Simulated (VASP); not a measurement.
A run of VASP 6.6.1 is set up as follows.

The input INCAR:

```
SYSTEM = Cu
ALGO = Normal
EDIFF = 1E-6
ENCUT = 520
GGA = PE
ISIF = 2
ISMEAR = -1
LASPH = .TRUE.
LCHARG = .FALSE.
LREAL = .FALSE.
LWAVE = .FALSE.
NBANDS = 12
NELM = 80
PREC = Accurate
SIGMA = 0.08
```

File KPOINTS:

```
k-points
0
G
  19 19 19
  0 0 0
```

POSCAR

```
Cu
1.0
    0.0000000000      1.8255750000      1.8075000000
    1.8255750000      0.0000000000      1.8075000000
    1.8255750000      1.8255750000      0.0000000000
Cu
1
Direct
    0.0000000000      0.0000000000      0.0000000000
```

Potentials or basis: VASP PAW PBE potentials, release 64 (Cu).

Run with:

```bash
$ cat potpaw_PBE.64/Cu/POTCAR > POTCAR
$ mpirun -np 1 vasp_std > vasp.out
```

Q: Predict the pressure.

A: -0.6 GPa.

Stress tensor (GPa, compression positive):
```
-0.70  0.00  0.00
 0.00 -0.70  0.00
 0.00  0.00 -0.32
```

Caveat: the cell differs from its parent crystal (equal xx and yy strain of +1 %).
